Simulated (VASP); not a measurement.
# Ag (P6_3/mmc) in VASP: notebook

The runs below take Ag through single point, with PBEsol.

Program: VASP 6.6.1. These are calculated values, not measurements. Logs are shortened: lines on timing, memory, paths and dates and some standing lists are left out, and cuts for length are marked.

**1. The cell of the first run**

Symmetry: P6_3/mmc, No. 194, hexagonal system. The conventional cell has a = 3.164 Å, b = 3.164 Å, c = 4.407 Å, α = 90.00°, β = 90.00°, γ = 120.00°. Within 3.8 Å of Ag (site symmetry -6m2) lie 12 Ag at 2.86 to 3.16 Å.

This isn't the form of Ag at room conditions, which is fcc.

**2. Single point, PBEsol (strain +0.080 along x and y, -0.080 along z)**

INCAR reads:

```
SYSTEM = Ag
ALGO     = Fast           ! electronic algorithm
EDIFF    = 1E-6           ! SCF threshold, eV
ENCUT    = 520            ! plane-wave cutoff, eV
GGA      = PS             ! functional
ISIF     = 2              ! what is computed and relaxed
ISMEAR   = 0              ! smearing method
LASPH    = .True.         ! aspherical terms in the spheres
LCHARG   = .False.        ! write CHGCAR
LREAL    = .False.        ! projectors in reciprocal space
LWAVE    = .False.        ! write WAVECAR
NBANDS   = 18             ! bands
NELM     = 100            ! most SCF steps
PREC     = Accurate       ! precision mode
SIGMA    = 0.15           ! smearing width, eV
```

KPOINTS reads:

```
k-points
0
Gamma
  18 18 10
  0 0 0
```

POSCAR reads:

```
Ag
1.0
    3.1643979269      0.0000000000      0.0000000000
   -1.5821989634      2.7404489923      0.0000000000
    0.0000000000      0.0000000000      4.4068000000
Ag
2
Direct
    0.3333333333      0.6666666667      0.2500000000
    0.6666666667      0.3333333333      0.7500000000
```

Potentials or basis: VASP PAW PBE potentials, release 64 (Ag).

The run is started by

```bash
cat potpaw_PBE.64/Ag/POTCAR > POTCAR
mpirun -np 1 vasp_std > vasp.out
```

OUTCAR:

```text
SYSTEM = Ag
   EDIFF = 1E-6
   ENCUT = 520
   GGA = PS
   ISIF = 2
   ISMEAR = 0
   LASPH = .True.
   LREAL = .False.
   NELM = 100
   PREC = Accurate

 ion  position               nearest neighbor table
   1  0.333  0.667  0.250-   2 2.86   2 2.86   2 2.86   2 2.86   2 2.86   2 2.86
   2  0.667  0.333  0.750-   1 2.86   1 2.86   1 2.86   1 2.86   1 2.86   1 2.86

  LATTYP: Found a hexagonal cell.
 ALAT       =     3.1643979269
 C/A-ratio  =     1.3926187862

  Lattice vectors:

 A1 = (   3.1643979269,   0.0000000000,   0.0000000000)
 A2 = (  -1.5821989634,   2.7404489923,   0.0000000000)
 A3 = (   0.0000000000,   0.0000000000,   4.4068000000)

Analysis of symmetry for initial positions (statically):
=====================================================================
 Subroutine PRICEL returns:
 Original cell was already a primitive cell.

 Routine SETGRP: Setting up the symmetry group for a
 hexagonal supercell.

 Subroutine GETGRP returns: Found 24 space group operations
 (whereof 12 operations were pure point group operations)
 out of a pool of 24 trial point group operations.

The static configuration has the point symmetry D_3d.
 The point group associated with its full space group is D_6h.

Analysis of symmetry for dynamics (positions and initial velocities):
=====================================================================
 Subroutine PRICEL returns:
 Original cell was already a primitive cell.

 Routine SETGRP: Setting up the symmetry group for a
 hexagonal supercell.

 Subroutine GETGRP returns: Found 24 space group operations
 (whereof 12 operations were pure point group operations)
 out of a pool of 24 trial point group operations.

The dynamic configuration has the point symmetry D_3d.
 The point group associated with its full space group is D_6h.

 Subroutine INISYM returns: Found 24 space group operations
 (whereof 12 operations are pure point group operations),
 and found     1 'primitive' translations

----------------------------------------------------------------------------------------

                                     Primitive cell

  volume of cell :      38.2152

  direct lattice vectors                    reciprocal lattice vectors
     3.164397927  0.000000000  0.000000000     0.316015881  0.182451854  0.000000000
    -1.582198963  2.740448992  0.000000000     0.000000000  0.364903708  0.000000000
     0.000000000  0.000000000  4.406800000     0.000000000  0.000000000  0.226922030

  length of vectors
[... 78 lines left out ...]
   LSORBIT =      F    spin-orbit coupling
   LASPH  =      T    aspherical Exc in radial PAW
   ENCUT  =  520.0 eV  38.22 Ry    6.18 a.u.   5.88  5.88  8.19*2*pi/ulx,y,z
   NELM   =    100;   NELMIN=  2; NELMDL= -5     # of ELM steps
   EDIFF  = 0.1E-05   stopping-criterion for ELM
   LREAL  =      F    real-space projection
   EDIFFG = 0.1E-04   stopping-criterion for IOM
   NSW    =      0    number of steps for IOM
   IBRION =     -1    ionic relax: 0-MD 1-quasi-New 2-CG
   NFREE  =      0    steps in history (QN), initial steepest desc. (CG)
   ISIF   =      2    stress and relaxation
   ISYM   =      2    0-nonsym 1-usesym 2-fastsym
   POTIM  = 0.5000    time-step for ionic-motion
   TEBEG  =    0.0;   TEEND  =   0.0 temperature during run
   PSTRESS=    0.0 pullay stress
   NELECT =      22.0000    total number of electrons
   NUPDOWN=      -1.0000    fix difference up-down
   EMIN   =  10.00;   EMAX   =-10.00  energy-range for DOS
   EFERMI =   0.00;   METHOD = LEGACY
   ISMEAR =     0;   SIGMA  =   0.15  broadening in eV -4-tet -1-fermi 0-gaus
   EFERMI_NEDOS =   21; number of points for ismear=-14 and -15
   IALGO  =     68    algorithm
   IMIX   =      4    mixing-type and parameters
     AMIX     =   0.40;   BMIX     =  1.00
     AMIX_MAG =   1.60;   BMIX_MAG =  1.00
  volume/ion in A,a.u.               =      19.11       128.94
  Fermi-wavevector in a.u.,A,eV,Ry     =   1.361874  2.573569 25.234745  1.854701
  Thomas-Fermi vector in A             =   2.488413
   LORBIT       =      0    0 simple, 1 ext, 2 COOP (PROOUT), +10 PAW based schemes
   GGA     = PS    functional components
   LHFCALC =     F    Hartree Fock is set to
   AEXX    =    0.0000 exact exchange contribution
   IVDW    =     0    specifies the selected vdW correction
   LEPSILON=     F    determine dielectric tensor
   LRPA    =     F    only Hartree local field effects (RPA)
 non-spin polarized calculation
 RMM-DIIS sequential band-by-band and
 Gauss-broadening in eV      SIGMA  =   0.15
  energy-cutoff  :      520.00
  volume of cell :       38.22
 maximum number of plane-waves:      1048
 NGX is ok and might be reduce to    24
   NGX = 11   NGY = 11   NGZ = 17

 number of electron      21.9999994 magnetization

 Free energy of the ion-electron system (eV)
  ---------------------------------------------------
  ext. energy  EPLUGINS =         0.00000000
  ---------------------------------------------------
  free energy    TOTEN  =        -6.31365505 eV

  energy without entropy =       -6.30589549  energy(sigma->0) =       -6.30977527

 E-fermi :   6.7577     XC(G=0): -11.7291

 val. band max:        6.7537468908   @ k =   0.4444   0.1111   0.1000
 cond. band min:       6.7667442476   @ k =   0.2778   0.2222   0.4000
 fundamental gap:      0.0129973568
 Fermi energy:         6.7576937088

 k-point     1 :       0.0000    0.0000    0.0000
  band No.  band energies     occupation
      1      -0.2837      2.00000
      2       1.0315      2.00000
      3       2.4154      2.00000
      4       2.4154      2.00000
      5       2.4457      2.00000
      6       2.4457      2.00000
[... 481 lines left out ...]
      5       2.6728      2.00000
      6       2.8406      2.00000
[... 10 lines left out ...]
     17      17.7800      0.00000
     18      21.2547      0.00000

 [... further k-points ...]
[... 5 lines left out ...]
  --------------------------------------------------------------------------------------
  -------------------------------------------------------------------------------------
  Total       -2.6424433     -2.6424433     -0.9874081     -0.0000000     -0.0000000     -0.0000000
  in kB     -110.7847831   -110.7847831    -41.3972151     -0.0000000     -0.0000000     -0.0000000
  external PRESSURE =     -87.6555938 kB  Pullay stress =       0.0000000 kB

 VOLUME and BASIS-vectors are now :
 -----------------------------------------------------------------------------
  energy-cutoff  :      520.00
  volume of cell :       38.22
      direct lattice vectors                 reciprocal lattice vectors
     3.164397927  0.000000000  0.000000000     0.316015881  0.182451854  0.000000000
    -1.582198963  2.740448992  0.000000000     0.000000000  0.364903708  0.000000000
     0.000000000  0.000000000  4.406800000     0.000000000  0.000000000  0.226922030

 POSITION                                       TOTAL-FORCE (eV/Angst)
 -----------------------------------------------------------------------------------
     -0.00000      1.82697      1.10170         0.000000      0.000000      0.000000
      1.58220      0.91348      3.30510        -0.000000      0.000000      0.000000
 -----------------------------------------------------------------------------------
    total drift:                               -0.000000      0.000000     -0.000000

  FREE ENERGIE OF THE ION-ELECTRON SYSTEM (eV)
  ---------------------------------------------------
  free  energy   TOTEN  =        -6.3136550451 eV

  energy  without entropy=       -6.3058954919  energy(sigma->0) =       -6.30977527
```

stdout:

```text
POSCAR found type information on POSCAR Ag
 POSCAR found :  1 types and       2 ions
 scaLAPACK will be used
 -----------------------------------------------------------------------------
|                                                                             |
|                                                                             |
|     You enforced a specific xc type in the INCAR file but a different       |
|     I HOPE YOU KNOW WHAT YOU ARE DOING!                                     |
|                                                                             |
 -----------------------------------------------------------------------------

 LDA part: xc-table for (Slater+PW92), standard interpolation
 POSCAR, INCAR and KPOINTS ok, starting setup
 FFT: planning ... GRIDC
 FFT: planning ... GRID_SOFT
 FFT: planning ... GRID
 WAVECAR not read
 entering main loop
```

Wall time 84 s (1 thread of Intel Xeon 8259CL, shared host); peak memory 0.25 GiB.

Results:

| Item | Value |
| --- | --- |
| Free energy | -6.3137 eV |
| Pressure | -8.8 GPa |
| Band gap on the k mesh | zero (bands 11 and 12 overlap by 6.32 eV) |

Caveat: the cell differs from its parent crystal (strain +0.080 along x and y, -0.080 along z); the cell stands under tension; the PAW data sets were made with another functional, which shifts forces and pressure a little.

**3. Single point, PBEsol (strain +0.000 along x and y, +0.080 along z)**

INCAR reads:

```
ALGO = Fast
EDIFF = 1E-7
ENCUT = 520
GGA = PS
ISIF = 2
ISMEAR = 0
LASPH = T
LCHARG = T
LELF = T
LREAL = F
LVHAR = T
LWAVE = F
NBANDS = 18
NELM = 80
PREC = Accurate
SIGMA = 0.15
```

KPOINTS reads:

```
k-points
0
Gamma
  18 18 10
```

POSCAR reads:

```
Ag
1.0
    2.9299980804      0.0000000000      0.0000000000
   -1.4649990402      2.5374527707      0.0000000000
    0.0000000000      0.0000000000      5.1732000000
Ag
2
Direct
    0.3333333333      0.6666666667      0.2500000000
    0.6666666667      0.3333333333      0.7500000000
```

Potentials or basis: VASP PAW PBE potentials, release 64 (Ag).

The run is started by

```bash
cat potpaw_PBE.64/Ag/POTCAR > POTCAR
mpirun -np 1 vasp_std > vasp.out
```

OUTCAR:

```text
EDIFF = 1E-7
   ENCUT = 520
   GGA = PS
   ISIF = 2
   ISMEAR = 0
   LASPH = T
   LREAL = F
   NELM = 80
   PREC = Accurate

 ion  position               nearest neighbor table
   1  0.333  0.667  0.250-   2 3.09   2 3.09   2 3.09   2 3.09   2 3.09   2 3.09
   2  0.667  0.333  0.750-   1 3.09   1 3.09   1 3.09   1 3.09   1 3.09   1 3.09

  LATTYP: Found a hexagonal cell.
 ALAT       =     2.9299980804
 C/A-ratio  =     1.7655984264

  Lattice vectors:

 A1 = (   2.9299980804,   0.0000000000,   0.0000000000)
 A2 = (  -1.4649990402,   2.5374527707,   0.0000000000)
 A3 = (   0.0000000000,   0.0000000000,   5.1732000000)

Analysis of symmetry for initial positions (statically):
=====================================================================
 Subroutine PRICEL returns:
 Original cell was already a primitive cell.

 Routine SETGRP: Setting up the symmetry group for a
 hexagonal supercell.

 Subroutine GETGRP returns: Found 24 space group operations
 (whereof 12 operations were pure point group operations)
 out of a pool of 24 trial point group operations.

[... 157 lines left out ...]

 Free energy of the ion-electron system (eV)
  ---------------------------------------------------
  ext. energy  EPLUGINS =         0.00000000
  ---------------------------------------------------
  free energy    TOTEN  =        -6.37764581 eV

  energy without entropy =       -6.37021785  energy(sigma->0) =       -6.37393183

 E-fermi :   6.6636     XC(G=0): -11.7029

 val. band max:        6.6604509914   @ k =   0.3889   0.1111   0.2000
 cond. band min:       6.7160838186   @ k =   0.1111   0.0556   0.1000
 fundamental gap:      0.0556328272
 Fermi energy:         6.6636279259

 k-point     1 :       0.0000    0.0000    0.0000
  band No.  band energies     occupation
      1      -0.3181      2.00000
      2       0.8771      2.00000
      3       2.0334      2.00000
      4       2.3487      2.00000
      5       2.3487      2.00000
      6       2.4883      2.00000
[... 481 lines left out ...]
      5       2.5220      2.00000
      6       2.6540      2.00000
[... 10 lines left out ...]
     17      16.6426      0.00000
     18      21.2535      0.00000

 [... further k-points ...]
[... 5 lines left out ...]
  --------------------------------------------------------------------------------------
  -------------------------------------------------------------------------------------
  Total       -2.2346670     -2.2346670     -3.2015064      0.0000000      0.0000000      0.0000000
  in kB      -93.0890977    -93.0890977   -133.3645460      0.0000000      0.0000000      0.0000000
  external PRESSURE =    -106.5142471 kB  Pullay stress =       0.0000000 kB

 VOLUME and BASIS-vectors are now :
 -----------------------------------------------------------------------------
  energy-cutoff  :      520.00
  volume of cell :       38.46
      direct lattice vectors                 reciprocal lattice vectors
     2.929998080  0.000000000  0.000000000     0.341297152  0.197048003  0.000000000
    -1.464999040  2.537452771  0.000000000     0.000000000  0.394096005  0.000000000
     0.000000000  0.000000000  5.173200000     0.000000000  0.000000000  0.193303951

 POSITION                                       TOTAL-FORCE (eV/Angst)
 -----------------------------------------------------------------------------------
     -0.00000      1.69164      1.29330        -0.000000     -0.000000      0.000000
      1.46500      0.84582      3.87990         0.000000      0.000000      0.000000
 -----------------------------------------------------------------------------------
    total drift:                               -0.000000      0.000000     -0.000000

  FREE ENERGIE OF THE ION-ELECTRON SYSTEM (eV)
  ---------------------------------------------------
  free  energy   TOTEN  =        -6.3776458098 eV

  energy  without entropy=       -6.3702178484  energy(sigma->0) =       -6.37393183
```

OSZICAR:

```text
N       E                     dE             d eps       ncg     rms          rms(c)
DAV:   1     0.122018381265E+03    0.12202E+03   -0.11632E+04  8002   0.119E+03
DAV:   2    -0.496427813877E+01   -0.12698E+03   -0.12013E+03  8294   0.260E+02
DAV:   3    -0.697209272193E+01   -0.20078E+01   -0.20007E+01  9196   0.368E+01
DAV:   4    -0.697832837405E+01   -0.62357E-02   -0.62351E-02  8800   0.203E+00
DAV:   5    -0.697838224283E+01   -0.53869E-04   -0.53869E-04  8702   0.201E-01    0.597E+00
RMM:   6    -0.639290469680E+01    0.58548E+00   -0.15498E+00  7994   0.992E+00    0.367E+00
RMM:   7    -0.638333638852E+01    0.95683E-02   -0.19541E-02  8317   0.134E+00    0.226E+00
RMM:   8    -0.637766183492E+01    0.56746E-02   -0.11834E-03  8396   0.333E-01    0.202E-01
RMM:   9    -0.637764298683E+01    0.18848E-04   -0.22257E-04  8667   0.117E-01    0.502E-02
RMM:  10    -0.637764451310E+01   -0.15263E-05   -0.32916E-05  8670   0.427E-02    0.225E-02
RMM:  11    -0.637764565608E+01   -0.11430E-05   -0.84412E-06  8685   0.178E-02    0.904E-03
RMM:  12    -0.637764564598E+01    0.10109E-07   -0.15523E-06  8624   0.864E-03    0.428E-03
RMM:  13    -0.637764577519E+01   -0.12921E-06   -0.40637E-07  6729   0.348E-03    0.120E-03
RMM:  14    -0.637764580980E+01   -0.34609E-07   -0.74893E-08  5441   0.180E-03
   1 F= -.63776458E+01 E0= -.63739318E+01  d E =-.742796E-02
```

stdout:

```text
POSCAR found type information on POSCAR Ag
 POSCAR found :  1 types and       2 ions
 scaLAPACK will be used
 -----------------------------------------------------------------------------
|                                                                             |
|                                                                             |
|     You enforced a specific xc type in the INCAR file but a different       |
|     I HOPE YOU KNOW WHAT YOU ARE DOING!                                     |
|                                                                             |
 -----------------------------------------------------------------------------

 LDA part: xc-table for (Slater+PW92), standard interpolation
 POSCAR, INCAR and KPOINTS ok, starting setup
 FFT: planning ... GRIDC
 FFT: planning ... GRID_SOFT
 FFT: planning ... GRID
 WAVECAR not read
 entering main loop
```

Wall time 1.9 min (1 thread of Intel Xeon 8259CL, shared host); peak memory 0.25 GiB.

What came out:

| Quantity | Value |
| --- | --- |
| Free energy | -6.3776 eV |
| Pressure | -10.7 GPa |
| Band gap on the k mesh | zero (bands 11 and 12 overlap by 7.35 eV) |

Stress tensor (GPa, compression positive):
```
 -9.31   0.00   0.00
  0.00  -9.31   0.00
  0.00   0.00 -13.34
```

Caveat: the cell differs from its parent crystal (strain +0.000 along x and y, +0.080 along z); the cell stands under tension; the PAW data sets were made with another functional, which shifts forces and pressure a little.
